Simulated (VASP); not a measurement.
Wanted: the native input for a VASP 6.6.1 run.

```yaml
Task: relaxation of cell and atoms
Functional: PBEsol
Potentials_or_basis: VASP PAW PBE potentials, release 64 (Au)
Cutoff: 600 eV
k_mesh: 9 × 9 × 9
Occupations: gaussian, width 0.1 eV
Spin: no spin polarisation
Dipole_correction: no
Further_INCAR_settings: ALGO = Normal; EDIFF = 1e-06; IBRION = 2; EDIFFG = -0.02; NSW = 80; ISIF = 3
```

The structure of Au lies in POSCAR:

```
Au
1.0
    2.8779250000      0.0000000000      0.0000000000
    1.4389625000      2.4923561602      0.0000000000
    1.4389625000      0.8307853867      2.3498159227
Au
1
Direct
    0.0000000000      0.0000000000      0.0000000000
```

These files were run (other wordings do the same):

INCAR

```
PREC     = Accurate       # precision mode
ENCUT    = 600            # plane-wave cutoff, eV
EDIFF    = 1E-6           # SCF threshold, eV
ISMEAR   = 0              # smearing method
SIGMA    = 0.1            # smearing width, eV
LREAL    = False          # projectors in reciprocal space
LASPH    = True           # aspherical terms in the spheres
NELM     = 100            # most SCF steps
ALGO     = Normal         # electronic algorithm
ISIF     = 3              # what is computed and relaxed
LWAVE    = False          # write WAVECAR
LCHARG   = False          # write CHGCAR
GGA      = PS             # functional
IBRION   = 2              # ionic algorithm
NSW      = 80             # ionic steps
EDIFFG   = -0.02          # ionic threshold
```

KPOINTS

```
regular mesh
0
Gamma
  9 9 9
```

Potentials or basis: VASP PAW PBE potentials, release 64 (Au).

Launch:

```bash
$ cat potpaw_PBE.64/Au/POTCAR > POTCAR
$ mpirun -np 1 vasp_std > vasp.out
```

Results of the run:

* Relaxed volume: 16.99 Å³/atom
* Relaxed cell: a = 2.886 Å, b = 2.886 Å, c = 2.886 Å, α = 60.00°, β = 60.00°, γ = 60.00°
* Space group after relaxing (to 0.05 Å): Fm-3m (No. 225)
* Energy gained by relaxing: 0.6 meV/atom
* Ionic steps: 3
* Pressure after relaxing: 0.0 GPa

Caveat: the PAW data sets were made with another functional, which shifts forces and pressure a little.

It took 12 s on 1 thread of Intel(R) Xeon(R) Platinum 8375C CPU @ 2.90GHz (Ice Lake) (shared host), peak memory 0.14 GiB.
